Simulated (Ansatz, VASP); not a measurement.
Gd: VASP beside Ansatz

```
CELL_PARAMETERS angstrom
0.00000 2.58582 2.58582
2.58582 0.00000 2.58582
2.58582 2.58582 0.00000
ATOMIC_POSITIONS crystal
Gd 0.00000 0.00000 0.00000
```

Alike in both runs: task single point; functional PBEsol; dispersion D4; k mesh 7 × 7 × 7; occupations gaussian, width 0.15 eV; collinear spin.

```csv
,VASP,Ansatz
version,VASP 6.6.1,Ansatz 0.2.0
potentials or method,"VASP PAW PBE potentials, release 64 (Gd), cutoff 520 eV","plane waves, PAW"
valence electrons in the cell,18,18
```

Ansatz gave:

- net moment per atom (μB): 7.36
- size of the moment on the site where the two differ most (μB): 7.18

Problem. What did VASP give for the same quantities?

Solution. net moment per atom (μB): 7.36; size of the moment on the site where the two differ most (μB): 6.89.

VASP's potentials were made for PBE, not for PBEsol. Site moments also hang on the region over which each program counts them.

Neither program's run includes spin-orbit coupling.
